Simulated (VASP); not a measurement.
# Sn in VASP: relaxation of the atoms with PBE

Aim: the relaxation of the atoms of Sn with PBE.

Program: VASP 6.6.1. These are calculated values, not measurements. Logs are shortened: lines on timing, memory, paths and dates and some standing lists are left out, and cuts for length are marked.

### Step 1. The cell of the first run

The cell holds a slab with vacuum, 4 atoms: a = 4.706 Å, b = 6.656 Å, c = 18.353 Å, α = 90.00°, β = 90.00°, γ = 90.00°.

### Step 2. Relaxation of the atoms, PBE

Input file INCAR:

```
SYSTEM = Sn
PREC = Accurate ; ENCUT = 450
EDIFF = 1E-7 ; ISMEAR = -1
SIGMA = 0.02 ; LREAL = .False.
LASPH = .True. ; NELM = 120
ALGO = Normal ; ISIF = 2
LWAVE = .False. ; LCHARG = .False.
LDIPOL = .True. ; IDIPOL = 3
DIPOL = 0.5 0.5 0.500 ; GGA = PE
IBRION = 2 ; NSW = 60
EDIFFG = -0.01 ; GGA_COMPAT = .False.
NELMIN = 4 ; NELMDL = -8
KPAR = 4
```

Input file KPOINTS:

```
regular mesh
0
Gamma
  7 5 1
  0 0 0
```

Input file POSCAR:

```
Sn
1.0
    4.7064645934      0.0000000000      0.0000000000
    0.0000000000      6.6559460589      0.0000000000
    0.0000000000      0.0000000000     18.3532000000
Sn
4
Direct
    0.0000000000      0.3750000000      0.4358904088
    0.5000000000      0.1250000000      0.4358904088
    0.5000000000      0.8750000000      0.5641095912
    0.0000000000      0.6250000000      0.5641095912
```

Potentials or basis: VASP PAW PBE potentials, release 64 (Sn_d).

The run is started by

```console
> cat potpaw_PBE.64/Sn_d/POTCAR > POTCAR
> mpirun -np 4 vasp_std > vasp.out
```

OUTCAR:

```text
SYSTEM = Sn
   PREC = Accurate
   ENCUT = 450
   EDIFF = 1E-7
   ISMEAR = -1
   LREAL = .False.
   LASPH = .True.
   NELM = 120
   ISIF = 2
   GGA = PE
   IBRION = 2
   NSW = 60
   EDIFFG = -0.01
   NELMIN = 4
   NELMDL = -8

 ion  position               nearest neighbor table
   1  0.000  0.375  0.436-   2 2.88   2 2.88   4 2.88
   2  0.500  0.125  0.436-   1 2.88   1 2.88   3 2.88
   3  0.500  0.875  0.564-   4 2.88   4 2.88   2 2.88
   4  0.000  0.625  0.564-   3 2.88   3 2.88   1 2.88

  LATTYP: Found a simple orthorhombic cell.
 ALAT       =     4.7064645934
 B/A-ratio  =     1.4142135624
 C/A-ratio  =     3.8995725211

  Lattice vectors:

 A1 = (   4.7064645934,   0.0000000000,   0.0000000000)
 A2 = (   0.0000000000,   6.6559460589,   0.0000000000)
 A3 = (   0.0000000000,   0.0000000000,  18.3532000000)

Analysis of symmetry for initial positions (statically):
=====================================================================
 Subroutine PRICEL returns:
 Original cell was already a primitive cell.

 Routine SETGRP: Setting up the symmetry group for a
 simple orthorhombic supercell.

 Subroutine GETGRP returns: Found  8 space group operations
 (whereof  4 operations were pure point group operations)
 out of a pool of  8 trial point group operations.

The static configuration has the point symmetry C_2h.
 The point group associated with its full space group is D_2h.

Analysis of symmetry for dynamics (positions and initial velocities):
=====================================================================
 Subroutine PRICEL returns:
 Original cell was already a primitive cell.

 Routine SETGRP: Setting up the symmetry group for a
 simple orthorhombic supercell.

 Subroutine GETGRP returns: Found  8 space group operations
 (whereof  4 operations were pure point group operations)
 out of a pool of  8 trial point group operations.

The dynamic configuration has the point symmetry C_2h.
 The point group associated with its full space group is D_2h.

 Subroutine INISYM returns: Found  8 space group operations
 (whereof  4 operations are pure point group operations),
 and found     1 'primitive' translations

----------------------------------------------------------------------------------------

                                     Primitive cell

  volume of cell :     574.9319

  direct lattice vectors                    reciprocal lattice vectors
     4.706464593  0.000000000  0.000000000     0.212473711  0.000000000  0.000000000
     0.000000000  6.655946059  0.000000000     0.000000000  0.150241602  0.000000000
     0.000000000  0.000000000 18.353200000     0.000000000  0.000000000  0.054486411

  length of vectors
     4.706464593  6.655946059 18.353200000     0.212473711  0.150241602  0.054486411

  position of ions in fractional coordinates (direct lattice)
     0.000000000  0.375000000  0.435890409
     0.500000000  0.125000000  0.435890409
     0.500000000  0.875000000  0.564109591
     0.000000000  0.625000000  0.564109591

  ion indices of the primitive-cell ions
   primitive index   ion index
                 1           1
                 2           2
                 3           3
                 4           4

----------------------------------------------------------------------------------------

 KPOINTS: regular mesh

Automatic generation of k-mesh.
 Grid dimensions read from file:
 generate k-points for:    7    5    1

 Generating k-lattice:

  Cartesian coordinates                     Fractional coordinates (reciprocal lattice)
     0.030353387  0.000000000  0.000000000     0.142857143  0.000000000  0.000000000
     0.000000000  0.030048320  0.000000000     0.000000000  0.200000000  0.000000000
     0.000000000  0.000000000  0.054486411     0.000000000  0.000000000  1.000000000

  Length of vectors
     0.030353387  0.030048320  0.054486411

  Shift w.r.t. Gamma in fractional coordinates (k-lattice)
     0.000000000  0.000000000  0.000000000

 Subroutine IBZKPT returns following result:
 ===========================================

 Found     12 irreducible k-points:

 Following reciprocal coordinates:
            Coordinates               Weight
  0.000000  0.000000  0.000000      1.000000
  0.142857  0.000000  0.000000      2.000000
  0.285714  0.000000  0.000000      2.000000
  0.428571  0.000000  0.000000      2.000000
  0.000000  0.200000  0.000000      2.000000
  0.142857  0.200000  0.000000      4.000000
  0.285714  0.200000  0.000000      4.000000
  0.428571  0.200000  0.000000      4.000000
  0.000000  0.400000  0.000000      2.000000
  0.142857  0.400000  0.000000      4.000000
  0.285714  0.400000  0.000000      4.000000
  0.428571  0.400000  0.000000      4.000000
   k-points           NKPTS =     12   k-points in BZ     NKDIM =     12   number of bands    NBANDS=     33
   number of dos      NEDOS =    301   number of ions     NIONS =      4
   total plane-waves  NPLWV = 221184
   dimension x,y,z NGX =    36 NGY =   48 NGZ =  128
   dimension x,y,z NGXF=    72 NGYF=   96 NGZF=  256
   ions per type =               4
   NGX,Y,Z   is equivalent  to a cutoff of  12.72, 11.99, 11.59 a.u.
   NGXF,Y,Z  is equivalent  to a cutoff of  25.43, 23.98, 23.19 a.u.
 SYSTEM =  Sn
   PREC   = accura    normal or accurate (medium, high low for compatibility)
   ISTART =      0    job   : 0-new  1-cont  2-samecut
   ICHARG =      2    charge: 1-file 2-atom 10-const
   ISPIN  =      1    spin polarized calculation?
   LNONCOLLINEAR =      F non collinear calculations
   LSORBIT =      F    spin-orbit coupling
   LASPH  =      T    aspherical Exc in radial PAW
   ENCUT  =  450.0 eV  33.07 Ry    5.75 a.u.   8.14 11.51 31.74*2*pi/ulx,y,z
   NELM   =    120;   NELMIN=  4; NELMDL= -8     # of ELM steps
   EDIFF  = 0.1E-06   stopping-criterion for ELM
   LREAL  =      F    real-space projection
   EDIFFG = -.1E-01   stopping-criterion for IOM
   NSW    =     60    number of steps for IOM
   IBRION =      2    ionic relax: 0-MD 1-quasi-New 2-CG
   NFREE  =      1    steps in history (QN), initial steepest desc. (CG)
   ISIF   =      2    stress and relaxation
   ISYM   =      2    0-nonsym 1-usesym 2-fastsym
   POTIM  = 0.5000    time-step for ionic-motion
   TEBEG  =    0.0;   TEEND  =   0.0 temperature during run
   PSTRESS=    0.0 pullay stress
   NELECT =      56.0000    total number of electrons
   NUPDOWN=      -1.0000    fix difference up-down
   EMIN   =  10.00;   EMAX   =-10.00  energy-range for DOS
   EFERMI =   0.00;   METHOD = LEGACY
   ISMEAR =    -1;   SIGMA  =   0.02  broadening in eV -4-tet -1-fermi 0-gaus
   EFERMI_NEDOS =   21; number of points for ismear=-14 and -15
   IALGO  =     38    algorithm
   IMIX   =      4    mixing-type and parameters
     AMIX     =   0.40;   BMIX     =  1.00
     AMIX_MAG =   1.60;   BMIX_MAG =  1.00
  volume/ion in A,a.u.               =     143.73       969.96
  Fermi-wavevector in a.u.,A,eV,Ry     =   0.753238  1.423413  7.719497  0.567367
  Thomas-Fermi vector in A             =   1.850631
   LORBIT       =      0    0 simple, 1 ext, 2 COOP (PROOUT), +10 PAW based schemes
   GGA     = PE    functional components
   LHFCALC =     F    Hartree Fock is set to
   AEXX    =    0.0000 exact exchange contribution
   IVDW    =     0    specifies the selected vdW correction
   LEPSILON=     F    determine dielectric tensor
   LRPA    =     F    only Hartree local field effects (RPA)
 conjugate gradient relaxation of ions
 non-spin polarized calculation
  energy-cutoff  :      450.00
  volume of cell :      574.93
 maximum number of plane-waves:     12506
 NGX is ok and might be reduce to    36
   NGX = 17   NGY = 23   NGZ = 63

--------------------------------------- Ionic step        1  -------------------------------------------

 number of electron      55.9999945 magnetization

 Free energy of the ion-electron system (eV)
  ---------------------------------------------------
  ext. energy  EPLUGINS =         0.00000000
  ---------------------------------------------------
  free energy    TOTEN  =       -13.17275682 eV

  energy without entropy =      -13.17226047  energy(sigma->0) =      -13.17250865

------------------------ aborting loop because EDIFF is reached ----------------------------------------

  FORCE on cell =-STRESS in cart. coord.  units (eV):
  Direction    XX          YY          ZZ          XY          YZ          ZX
  --------------------------------------------------------------------------------------
  -------------------------------------------------------------------------------------
  Total        0.0116462     -0.8746921     -1.0385463      0.0000000     -0.0000000      0.0000000
  in kB        0.0324546     -2.4375268     -2.8941435      0.0000000     -0.0000000      0.0000000
  external PRESSURE =      -1.7664052 kB  Pullay stress =       0.0000000 kB

 VOLUME and BASIS-vectors are now :
 -----------------------------------------------------------------------------
  energy-cutoff  :      450.00
  volume of cell :      574.93
      direct lattice vectors                 reciprocal lattice vectors
     4.706464593  0.000000000  0.000000000     0.212473711  0.000000000  0.000000000
     0.000000000  6.655946059  0.000000000     0.000000000  0.150241602  0.000000000
     0.000000000  0.000000000 18.353200000     0.000000000  0.000000000  0.054486411
[... 153 lines left out ...]
 POSITION                                       TOTAL-FORCE (eV/Angst)
 -----------------------------------------------------------------------------------
      0.00000      2.48875      8.04784         0.000000     -0.063141      0.002781
      2.35323      0.83922      8.04784         0.000000      0.063141      0.002781
      2.35323      5.81672     10.30536         0.000000     -0.063141     -0.002781
      0.00000      4.16720     10.30536         0.000000      0.063141     -0.002781
 -----------------------------------------------------------------------------------
    total drift:                                0.000000      0.000000      0.000000

  FREE ENERGIE OF THE ION-ELECTRON SYSTEM (eV)
  ---------------------------------------------------
  free  energy   TOTEN  =       -13.1957786881 eV

  energy  without entropy=      -13.1956815569  energy(sigma->0) =      -13.19573012

--------------------------------------- Ionic step        6  -------------------------------------------

 number of electron      55.9999970 magnetization

 dipolmoment           0.000000      0.000000      0.000000 electrons x Angstroem

 Free energy of the ion-electron system (eV)
  ---------------------------------------------------
  ext. energy  EPLUGINS =         0.00000000
  ---------------------------------------------------
  free energy    TOTEN  =       -13.19697667 eV

  energy without entropy =      -13.19691858  energy(sigma->0) =      -13.19694763

 E-fermi :  -1.9619     XC(G=0):  -2.9335

 val. band max:       -2.1085320083   @ k =   0.1429   0.4000   0.0000
 cond. band min:      -1.8332035791   @ k =   0.4286   0.0000   0.0000
 fundamental gap:      0.2753284292
 Fermi energy:        -1.9618624615

 k-point     1 :       0.0000    0.0000    0.0000
  band No.  band energies     occupation
      1     -23.3473      2.00000
      2     -23.2837      2.00000
      3     -23.2693      2.00000
      4     -23.2680      2.00000
      5     -23.2622      2.00000
      6     -23.2024      2.00000
[... 421 lines left out ...]
     32       0.8617      0.00000
     33       2.1718      0.00000

------------------------ aborting loop because EDIFF is reached ----------------------------------------

 vacuum level on the upper side and lower side of the slab       (xc-potential included)        -0.005        -0.005

  FORCE on cell =-STRESS in cart. coord.  units (eV):
  Direction    XX          YY          ZZ          XY          YZ          ZX
  --------------------------------------------------------------------------------------
  -------------------------------------------------------------------------------------
  Total        0.5328277      0.0813149     -0.0180028      0.0000000      0.0000000      0.0000000
  in kB        1.4848445      0.2266024     -0.0501688      0.0000000      0.0000000      0.0000000
  external PRESSURE =       0.5537594 kB  Pullay stress =       0.0000000 kB

 VOLUME and BASIS-vectors are now :
 -----------------------------------------------------------------------------
  energy-cutoff  :      450.00
  volume of cell :      574.93
      direct lattice vectors                 reciprocal lattice vectors
     4.706464593  0.000000000  0.000000000     0.212473711  0.000000000  0.000000000
     0.000000000  6.655946059  0.000000000     0.000000000  0.150241602  0.000000000
     0.000000000  0.000000000 18.353200000     0.000000000  0.000000000  0.054486411

 POSITION                                       TOTAL-FORCE (eV/Angst)
 -----------------------------------------------------------------------------------
      4.70646      2.48020      8.05339         0.000000     -0.003050      0.001662
      2.35323      0.84777      8.05339         0.000000      0.003050      0.001662
      2.35323      5.80818     10.29981         0.000000     -0.003050     -0.001662
      4.70646      4.17574     10.29981         0.000000      0.003050     -0.001662
 -----------------------------------------------------------------------------------
    total drift:                                0.000000      0.000000      0.000000

  FREE ENERGIE OF THE ION-ELECTRON SYSTEM (eV)
  ---------------------------------------------------
  free  energy   TOTEN  =       -13.1969766707 eV

  energy  without entropy=      -13.1969185810  energy(sigma->0) =      -13.19694763

 reached required accuracy - stopping structural energy minimisation

 vacuum level on the upper side and lower side of the slab         2.249         2.249
```

Wall time 4.5 min (4 MPI ranks of Intel Xeon Platinum 8559C (Emerald Rapids), shared host); peak memory 0.59 GiB.

Results:

```
Free energy                  : -13.1970 eV
Energy gained by relaxing    : 6.1 meV/atom
Ionic steps                  : 6
Largest force after relaxing : 0.003 eV/Å
Band gap on the k mesh       : 0.28 eV, indirect (least direct gap 0.56 eV)
```

Forces in eV/Å, atoms in the order of the input:
```
Sn   0.000 -0.003  0.002
Sn   0.000  0.003  0.002
Sn   0.000 -0.003 -0.002
Sn   0.000  0.003 -0.002
```

Step by step:
```
step  energy change (eV)  largest force (eV/Å)  pressure (GPa)
   1              0.0000                0.2199           -0.18
   2             -0.0083                0.1730           -0.14
   3             -0.0192                0.1175           -0.04
   4             -0.0193                0.1270           -0.03
   5             -0.0230                0.0632            0.02
   6             -0.0242                0.0035            0.06
```

Final structure:
```
CELL_PARAMETERS angstrom
4.70646 0.00000 0.00000
0.00000 6.65595 0.00000
0.00000 0.00000 18.35320
ATOMIC_POSITIONS crystal
Sn 0.00000 0.37263 0.43880
Sn 0.50000 0.12737 0.43880
Sn 0.50000 0.87263 0.56120
Sn 0.00000 0.62737 0.56120
```

Caveat: spin-orbit coupling is left out, which moves the levels of the heavy elements.
